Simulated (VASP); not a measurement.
# Ba in VASP: a series of runs, part 2 of 2

VASP 6.6.1. The steps go on from the part before.

## 4. Single point, PBE

INCAR reads:

```
SYSTEM = Ba
PREC = Accurate ; ENCUT = 520
EDIFF = 1E-6 ; ISMEAR = -4
SIGMA = 0.1 ; LREAL = .FALSE.
LASPH = .TRUE. ; NELM = 100
ALGO = Normal ; ISIF = 2
LWAVE = .FALSE. ; LCHARG = .TRUE.
GGA = PE ; LELF = .TRUE.
LVHAR = .TRUE. ; NBANDS = 17
```

KPOINTS reads:

```
regular mesh
0
G
  6 6 3
  0 0 0
```

POSCAR reads:

```
Ba
1.0
    2.2043193500     -3.9988569750      0.0000000000
    2.2043193500      3.9988569750      0.0000000000
    0.0000000000      0.0000000000      7.4305148100
Ba
2
Direct
    0.6530343971      0.3384033196      0.2489668756
    0.3353908529      0.6566995504      0.7488273744
```

Potentials or basis: VASP PAW PBE potentials, release 64 (Ba_sv).

Run with:

```bash
$ cat potpaw_PBE.64/Ba_sv/POTCAR > POTCAR
$ mpirun -np 1 vasp_std > vasp.out
```

OUTCAR:

```text
SYSTEM = Ba
   PREC = Accurate
   ENCUT = 520
   EDIFF = 1E-6
   ISMEAR = -4
   LREAL = .FALSE.
   LASPH = .TRUE.
   NELM = 100
   ISIF = 2
   GGA = PE

 ion  position               nearest neighbor table
   1  0.653  0.338  0.249-   2 4.50   2 4.50   2 4.56   2 4.56   2 4.56   2 4.56
   2  0.335  0.657  0.749-   1 4.50   1 4.50   1 4.56   1 4.56   1 4.56   1 4.56

  LATTYP: Found a base centered orthorhombic cell.
 ALAT       =     4.4086387000
 B/A-ratio  =     1.8141005635
 C/A-ratio  =     1.6854442642

  Lattice vectors:

 A1 = (   2.2043193500,  -3.9988569750,   0.0000000000)
 A2 = (   2.2043193500,   3.9988569750,   0.0000000000)
 A3 = (   0.0000000000,   0.0000000000,   7.4305148100)

Analysis of symmetry for initial positions (statically):
=====================================================================
 Subroutine PRICEL returns:
 Original cell was already a primitive cell.

 Routine SETGRP: Setting up the symmetry group for a
 base centered orthorhombic supercell.

 Subroutine GETGRP returns: Found  2 space group operations
 (whereof  1 operations were pure point group operations)
 out of a pool of  8 trial point group operations.

The static configuration has the point symmetry C_1 .
 The point group associated with its full space group is S_2 .

Analysis of symmetry for dynamics (positions and initial velocities):
=====================================================================
 Subroutine PRICEL returns:
 Original cell was already a primitive cell.

 Routine SETGRP: Setting up the symmetry group for a
 base centered orthorhombic supercell.

 Subroutine GETGRP returns: Found  2 space group operations
 (whereof  1 operations were pure point group operations)
 out of a pool of  8 trial point group operations.

The dynamic configuration has the point symmetry C_1 .
 The point group associated with its full space group is S_2 .

 Subroutine INISYM returns: Found  2 space group operations
 (whereof  1 operations are pure point group operations),
 and found     1 'primitive' translations

----------------------------------------------------------------------------------------

                                     Primitive cell

  volume of cell :     130.9964

  direct lattice vectors                    reciprocal lattice vectors
     2.204319350 -3.998856975  0.000000000     0.226827388 -0.125035730  0.000000000
     2.204319350  3.998856975  0.000000000     0.226827388  0.125035730  0.000000000
     0.000000000  0.000000000  7.430514810     0.000000000  0.000000000  0.134580177

  length of vectors
     4.566166982  4.566166982  7.430514810     0.259006945  0.259006945  0.134580177

  position of ions in fractional coordinates (direct lattice)
     0.653034397  0.338403320  0.248966876
     0.335390853  0.656699550  0.748827374

  ion indices of the primitive-cell ions
   primitive index   ion index
                 1           1
                 2           2

----------------------------------------------------------------------------------------

 KPOINTS: regular mesh

Automatic generation of k-mesh.
 Grid dimensions read from file:
 generate k-points for:    6    6    3

 Generating k-lattice:

  Cartesian coordinates                     Fractional coordinates (reciprocal lattice)
     0.037804565 -0.020839288  0.000000000     0.166666667  0.000000000  0.000000000
     0.037804565  0.020839288  0.000000000     0.000000000  0.166666667  0.000000000
     0.000000000  0.000000000  0.044860059     0.000000000  0.000000000  0.333333333

  Length of vectors
     0.043167824  0.043167824  0.044860059

  Shift w.r.t. Gamma in fractional coordinates (k-lattice)
     0.000000000  0.000000000  0.000000000

 TETIRR: Found    324 inequivalent tetrahedra from      648

 Subroutine IBZKPT returns following result:
 ===========================================

 Found     56 irreducible k-points:

 Following reciprocal coordinates:
            Coordinates               Weight
  0.000000  0.000000  0.000000      1.000000
  0.166667  0.000000  0.000000      2.000000
  0.000000  0.166667  0.000000      2.000000
  0.333333  0.000000  0.000000      2.000000
  0.000000  0.333333  0.000000      2.000000
  0.500000  0.000000  0.000000      1.000000
[... 16 lines left out ...]
 -0.166667  0.000000  0.333333      2.000000
  0.000000  0.166667 -0.333333      2.000000
 [... further k-points ...]
   k-points           NKPTS =     56   k-points in BZ     NKDIM =     56   number of bands    NBANDS=     17
   number of dos      NEDOS =    301   number of ions     NIONS =      2
   total plane-waves  NPLWV =  72576
   dimension x,y,z NGX =    36 NGY =   36 NGZ =   56
   dimension x,y,z NGXF=    72 NGYF=   72 NGZF=  112
   ions per type =               2
   NGX,Y,Z   is equivalent  to a cutoff of  13.11, 13.11, 12.53 a.u.
   NGXF,Y,Z  is equivalent  to a cutoff of  26.21, 26.21, 25.06 a.u.
 SYSTEM =  Ba
   PREC   = accura    normal or accurate (medium, high low for compatibility)
   ISTART =      0    job   : 0-new  1-cont  2-samecut
   ICHARG =      2    charge: 1-file 2-atom 10-const
   ISPIN  =      1    spin polarized calculation?
   LNONCOLLINEAR =      F non collinear calculations
   LSORBIT =      F    spin-orbit coupling
   LASPH  =      T    aspherical Exc in radial PAW
   ENCUT  =  520.0 eV  38.22 Ry    6.18 a.u.   8.49  8.49 13.82*2*pi/ulx,y,z
   NELM   =    100;   NELMIN=  2; NELMDL= -5     # of ELM steps
   EDIFF  = 0.1E-05   stopping-criterion for ELM
   LREAL  =      F    real-space projection
   EDIFFG = 0.1E-04   stopping-criterion for IOM
   NSW    =      0    number of steps for IOM
   IBRION =     -1    ionic relax: 0-MD 1-quasi-New 2-CG
   NFREE  =      0    steps in history (QN), initial steepest desc. (CG)
   ISIF   =      2    stress and relaxation
   ISYM   =      2    0-nonsym 1-usesym 2-fastsym
   POTIM  = 0.5000    time-step for ionic-motion
   TEBEG  =    0.0;   TEEND  =   0.0 temperature during run
   PSTRESS=    0.0 pullay stress
   NELECT =      20.0000    total number of electrons
   NUPDOWN=      -1.0000    fix difference up-down
   EMIN   =  10.00;   EMAX   =-10.00  energy-range for DOS
   EFERMI =   0.00;   METHOD = LEGACY
   ISMEAR =    -4;   SIGMA  =   0.10  broadening in eV -4-tet -1-fermi 0-gaus
   EFERMI_NEDOS =   21; number of points for ismear=-14 and -15
   IALGO  =     38    algorithm
   IMIX   =      4    mixing-type and parameters
     AMIX     =   0.40;   BMIX     =  1.00
     AMIX_MAG =   1.60;   BMIX_MAG =  1.00
  volume/ion in A,a.u.               =      65.50       442.00
  Fermi-wavevector in a.u.,A,eV,Ry     =   0.874981  1.653473 10.416498  0.765591
  Thomas-Fermi vector in A             =   1.994588
   LORBIT       =      0    0 simple, 1 ext, 2 COOP (PROOUT), +10 PAW based schemes
   GGA     = PE    functional components
   LHFCALC =     F    Hartree Fock is set to
   AEXX    =    0.0000 exact exchange contribution
   IVDW    =     0    specifies the selected vdW correction
   LEPSILON=     F    determine dielectric tensor
   LRPA    =     F    only Hartree local field effects (RPA)
 non-spin polarized calculation
 Fermi weights with tetrahedron method witout Bloechl corrections
  energy-cutoff  :      520.00
  volume of cell :      131.00
 maximum number of plane-waves:      3546
 NGX is ok and might be reduce to    36
   NGX = 17   NGY = 17   NGZ = 27

 number of electron      19.9999999 magnetization

 Free energy of the ion-electron system (eV)
  ---------------------------------------------------
  ext. energy  EPLUGINS =         0.00000000
  ---------------------------------------------------
  free energy    TOTEN  =        -3.75222868 eV

  energy without entropy =       -3.75222868  energy(sigma->0) =       -3.75222868

 E-fermi :   1.5417     XC(G=0):  -7.2844

 val. band max:        1.6759439904   @ k =   0.3333   0.3333   0.3333
 cond. band min:       1.4504703422   @ k =   0.5000   0.5000   0.0000
 fundamental gap:     -0.2254736482
 Fermi energy:         1.5416923132

 k-point     1 :       0.0000    0.0000    0.0000
  band No.  band energies     occupation
      1     -27.4108      2.00000
      2     -27.3785      2.00000
      3     -12.7753      2.00000
      4     -12.4542      2.00000
      5     -12.4233      2.00000
      6     -12.3934      2.00000
[... 9 lines left out ...]
     16       3.8340      0.00000
     17       4.0293      0.00000
[... 441 lines left out ...]
 k-point    24 :       0.0000    0.1667   -0.3333
  band No.  band energies     occupation
      1     -27.3955      2.00000
      2     -27.3812      2.00000
      3     -12.6698      2.00000
      4     -12.5319      2.00000
      5     -12.4909      2.00000
      6     -12.4562      2.00000
[... 9 lines left out ...]
     16       3.6672      0.00000
     17       4.4861      0.00000

 [... further k-points ...]
[... 5 lines left out ...]
  --------------------------------------------------------------------------------------
  -------------------------------------------------------------------------------------
  Total        0.0706694     -0.1571165     -0.3187223     -0.0012771      0.0001804      0.0000209
  in kB        0.8643359     -1.9216452     -3.8981972     -0.0156201      0.0022064      0.0002552
  external PRESSURE =      -1.6518355 kB  Pullay stress =       0.0000000 kB

 VOLUME and BASIS-vectors are now :
 -----------------------------------------------------------------------------
  energy-cutoff  :      520.00
  volume of cell :      131.00
      direct lattice vectors                 reciprocal lattice vectors
     2.204319350 -3.998856975  0.000000000     0.226827388 -0.125035730  0.000000000
     2.204319350  3.998856975  0.000000000     0.226827388  0.125035730  0.000000000
     0.000000000  0.000000000  7.430514810     0.000000000  0.000000000  0.134580177

 POSITION                                       TOTAL-FORCE (eV/Angst)
 -----------------------------------------------------------------------------------
      2.18545     -1.25816      1.84995         0.000128     -0.011089     -0.000382
      2.18688      1.28487      5.56417        -0.000128      0.011089      0.000382
 -----------------------------------------------------------------------------------
    total drift:                               -0.000000     -0.000002     -0.000005

  FREE ENERGIE OF THE ION-ELECTRON SYSTEM (eV)
  ---------------------------------------------------
  free  energy   TOTEN  =        -3.7522286804 eV

  energy  without entropy=       -3.7522286804  energy(sigma->0) =       -3.75222868
```

stdout:

```text
POSCAR found type information on POSCAR Ba
 POSCAR found :  1 types and       2 ions
 scaLAPACK will be used
 LDA part: xc-table for (Slater+PW92), standard interpolation
 POSCAR, INCAR and KPOINTS ok, starting setup
 FFT: planning ... GRIDC
 FFT: planning ... GRID_SOFT
 FFT: planning ... GRID
 WAVECAR not read
 entering main loop
 -----------------------------------------------------------------------------
|                                                                             |
|           W    W    AA    RRRRR   N    N  II  N    N   GGGG   !!!           |
|           W    W   A  A   R    R  NN   N  II  NN   N  G    G  !!!           |
|           W    W  A    A  R    R  N N  N  II  N N  N  G       !!!           |
|           W WW W  AAAAAA  RRRRR   N  N N  II  N  N N  G  GGG   !            |
|           WW  WW  A    A  R   R   N   NN  II  N   NN  G    G                |
|           W    W  A    A  R    R  N    N  II  N    N   GGGG   !!!           |
|                                                                             |
|     Tetrahedron method does not include variations of the Fermi             |
|     occupations, so forces and stress will be inaccurate. We suggest        |
|     using a different smearing scheme ISMEAR = 1 or 2 for metals in         |
|     relaxations.                                                            |
|                                                                             |
 -----------------------------------------------------------------------------
```

Wall time 1.7 min (1 thread of Oxide Virtual Turin-like, shared host); peak memory 0.26 GiB.

What came out:

| Property | Result |
| --- | --- |
| Free energy | -3.7522 eV |
| Pressure | -0.2 GPa |
| Largest force | 0.011 eV/Å |
| Band gap on the k mesh | zero (band 10 reaches 1.68 eV, above the bottom of band 11 at 1.33 eV) |

Forces on the atoms (eV/Å):
```
Ba   0.000 -0.011  0.000
Ba   0.000  0.011  0.000
```

Caveat: spin-orbit coupling is left out, which moves the levels of the heavy elements.

## 5. Single point, PBE

INCAR reads:

```
PREC = Accurate ; ENCUT = 520
EDIFF = 1E-6 ; ISMEAR = -1
SIGMA = 0.05 ; LREAL = False
LASPH = True ; NELM = 60
ALGO = Normal ; ISIF = 2
LWAVE = False ; LCHARG = False
GGA = PE ; NBANDS = 17
```

KPOINTS reads:

```
regular mesh
0
Gamma
  6 6 3
```

POSCAR reads:

```
Ba
1.0
    2.2043193500     -3.9988569750      0.0000000000
    2.2043193500      3.9988569750      0.0000000000
    0.0000000000      0.0000000000      7.4305148100
Ba
2
Direct
    0.6522963836      0.3389599693      0.2489049882
    0.3361288664      0.6561429007      0.7488892618
```

Run with:

```bash
$ cat potpaw_PBE.64/Ba_sv/POTCAR > POTCAR
$ mpirun -np 1 vasp_std > vasp.out
```

Run time: 1.7 min. Hardware: 1 thread of Oxide Virtual Turin-like, shared host; peak memory 0.26 GiB.

It converged, with:

```yaml
Free_energy: -3.7991 eV
Pressure: -0.3 GPa
Band_gap_on_the_k_mesh: zero (band 10 reaches 1.67 eV, above the bottom of band 11 at 1.33 eV)
```

Stress tensor (GPa, compression positive):
```
-0.03  0.00  0.00
 0.00 -0.41  0.00
 0.00  0.00 -0.33
```

Levels at points of the mesh, in eV from the Fermi level:
```csv
k point,band 6,band 7,band 8,band 9,band 10,band 11,band 12,band 13,band 14,band 15
"(0.00, 0.00, 0.00)",-13.96,-13.96,-13.95,-2.78,-0.97,0.91,1.47,1.62,1.97,1.98
"(0.50, 0.00, 0.00)",-14.11,-14.04,-14.02,-0.75,-0.41,-0.24,0.56,1.34,1.56,1.85
"(0.00, 0.50, 0.00)",-14.11,-14.04,-14.02,-0.75,-0.41,-0.24,0.56,1.34,1.56,1.85
"(0.50, 0.50, 0.00)",-14.07,-14.07,-13.99,-0.73,-0.43,-0.11,0.42,1.07,1.59,1.83
```

Caveat: spin-orbit coupling is left out, which moves the levels of the heavy elements.
